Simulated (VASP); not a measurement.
Here is a VASP 6.6.1 calculation.

The input INCAR:

```
PREC = Accurate ; ENCUT = 520
EDIFF = 1E-6 ; ISMEAR = -1
SIGMA = 0.02 ; LREAL = False
LASPH = True ; NELM = 100
ALGO = Normal ; ISIF = 2
LWAVE = False ; LCHARG = False
GGA = PE ; NBANDS = 11
```

The input KPOINTS:

```
Automatic mesh
0
Gamma
  8 8 8
```

POSCAR

```
Si
1.0
    0.0000000000      2.6676765177      2.6676765177
    2.6676765177      0.0000000000      2.6676765177
    2.6676765177      2.6676765177      0.0000000000
Si
2
Direct
    0.0000000000      0.0000000000      0.0000000000
    0.2500000000      0.2500000000      0.2500000000
```

Potentials or basis: VASP PAW PBE potentials, release 64 (Si).

Run with:

```console
$ cat potpaw_PBE.64/Si/POTCAR > POTCAR
$ mpirun -np 1 vasp_std > vasp.out
```

Predict the band gap on the k mesh.

0.52 eV, indirect (least direct gap 2.58 eV).

What does it give for the pressure?

7.7 GPa.

Caveat: the cell differs from its parent crystal (strain -2.0%). A k mesh can miss the band edges.
